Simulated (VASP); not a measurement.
A run of VASP 6.6.1 is set up as follows.

INCAR

```
SYSTEM = LiGa12O18
PREC = Accurate ; ENCUT = 520
EDIFF = 1E-7 ; ISMEAR = -1
SIGMA = 0.01 ; LREAL = Auto
LASPH = .True. ; NELM = 100
ALGO = Normal ; ISIF = 2
LWAVE = .False. ; LCHARG = .False.
GGA = PE ; NBANDS = 154
NELECT = 266.0
```

File KPOINTS:

```
Automatic mesh
0
Gamma
  1 1 1
  0 0 0
```

Contents of POSCAR:

```
LiGa12O18
1.0
    0.0000000000      9.2496621800      0.0000000000
   -1.3977182400      0.0000000000      5.7085775500
    6.2279771500     -1.5416103600      0.0067278600
Ga O Li
12 18 1
Direct
    0.1185434446      0.6808059740      0.6791611186
    0.2228526978      0.2997981926      0.3226536247
    0.3053062743      0.2033971679      0.8252986175
    0.0306915418      0.7870804365      0.1568537679
    0.4461448970      0.6859881459      0.6747272899
    0.5505362504      0.3012527841      0.3148281479
    0.6341744985      0.2042488177      0.8170182991
    0.3630513355      0.7801676794      0.1746914880
    0.7783082640      0.6788814343      0.6799613842
    0.8816977313      0.3507129280      0.3063459949
    0.9770093065      0.2195621820      0.8514233336
    0.6879536289      0.7874792153      0.1542586043
    0.1701770979      0.7276330844     -0.0026591244
    0.1719413906      0.2599251649      1.0047829325
    0.2690970651      0.4206454334      0.6413513888
    0.0553475356      0.5787722972      0.3517399862
    0.0433141318      0.1012667462      0.3052866657
    0.2807409607      0.8918002455      0.6772048721
    0.4950409844      0.7279443402     -0.0050117265
    0.5003769007      0.2564270794      0.9943921850
    0.6076441978      0.4223458155      0.6373734769
    0.3932889870      0.5616607486      0.3531672355
    0.3866696206      0.0931665171      0.3174429663
    0.6161937258      0.8895120751      0.6873415154
    0.8337710894      0.7310990769     -0.0011559909
    0.8274869671      0.2679692787      0.9925282961
    0.9391908413      0.4137752545      0.6389656103
    0.7291220257      0.5814677971      0.3528592179
    0.7229411325      0.1002838458      0.3112266654
    0.9522489585      0.8986907441      0.6995082577
    0.9102365165      1.0227835714      0.4630990423
```

Potentials or basis: VASP PAW PBE potentials, release 64 (Ga_d, O, Li_sv).

Command:

```console
$ cat potpaw_PBE.64/Ga_d/POTCAR potpaw_PBE.64/O/POTCAR potpaw_PBE.64/Li_sv/POTCAR > POTCAR
$ mpirun -np 1 vasp_gam > vasp.out
```

(1) Predict the largest force.

Results:

(1) 0.025 eV/Å.

Caveat: the k points lie up to 1.10 Å⁻¹ apart, too coarse for converged energies, forces and pressures; the cell carries a net charge on a neutralising background, which shifts energy and pressure.
